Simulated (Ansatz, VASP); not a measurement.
**Two plane-wave programs on MgS**

Contents of INCAR:

```
PREC     = Accurate       # precision mode
ENCUT    = 520            # plane-wave cutoff, eV
EDIFF    = 1E-6           # SCF threshold, eV
ISMEAR   = -1             # smearing method
SIGMA    = 0.02           # smearing width, eV
LREAL    = False          # projectors in reciprocal space
LASPH    = True           # aspherical terms in the spheres
NELM     = 60             # most SCF steps
ALGO     = Normal         # electronic algorithm
ISIF     = 2              # what is computed and relaxed
LWAVE    = False          # write WAVECAR
LCHARG   = False          # write CHGCAR
GGA      = PE             # functional
NBANDS   = 11             # bands
```

Contents of KPOINTS:

```
regular mesh
0
Gamma
  8 8 8
```

POSCAR

```
MgS
1.0
   -0.0058967740      2.5956211633      2.5956211633
    2.5956211633     -0.0058967740      2.5956211633
    2.5956211633      2.5956211633     -0.0058967740
Mg S
1 1
Direct
    0.0000000000      0.0000000000      0.0000000000
    0.5000000000      0.5000000000      0.5000000000
```

Input for Ansatz:

```yaml
crystal:
  lattice:
    - [-0.005896774, 2.5956211633, 2.5956211633]
    - [2.5956211633, -0.005896774, 2.5956211633]
    - [2.5956211633, 2.5956211633, -0.005896774]
  atoms:
    - { symbol: Mg, position: [0.0, 0.0, 0.0] }
    - { symbol: S, position: [0.5, 0.5, 0.5] }
kpoints:
  mp_grid: { grid: [8, 8, 8] }
  band_path:
    path:
      - [0.0, 0.0, 0.0]
      - [0.5, 0.0, 0.5]
      - [0.625, 0.25, 0.625]
      - [0.375, 0.375, 0.75]
      - [0.5, 0.5, 0.5]
      - [0.5, 0.25, 0.75]
    npoints: 1
hamiltonian:
  xc: pbe
scf:
  occupations: { method: fermi_dirac, width: 0.02 }
  n_extra_bands: 4
output:
  forces: true
  stress: true
  eigenvalues: true
```

Change from the starting cell: shear_111 strain -0.3%.

Alike in both runs: task single point; functional PBE; k mesh 8 × 8 × 8; occupations fermi-dirac, width 0.02 eV; no spin polarisation.

|  | VASP | Ansatz |
| --- | --- | --- |
| version | VASP 6.6.1 | Ansatz 0.2.0 |
| potentials or method | VASP PAW PBE potentials, release 64 (Mg, S) | plane waves, PAW |
| plane-wave cutoff (eV) | 520 | 420 |
| valence electrons in the cell | 8 | 16 |

|  | VASP | Ansatz | Ansatz less VASP |
| --- | --- | --- | --- |
| gap on the k mesh at the Fermi level (eV) | 2.76 | 2.78 | +0.014 |
| pressure (GPa) | 1.1 | 1.4 | +0.30 |
| traceless stress, the component that is largest in VASP (GPa) | 0.12 | 0.12 | 0.000 |

The functional is the same, so the differences come from potentials, cutoffs and numerics. VASP's potentials hold 8 valence electrons a cell and Ansatz's 16, so a difference there can come from the potentials and not from the codes.
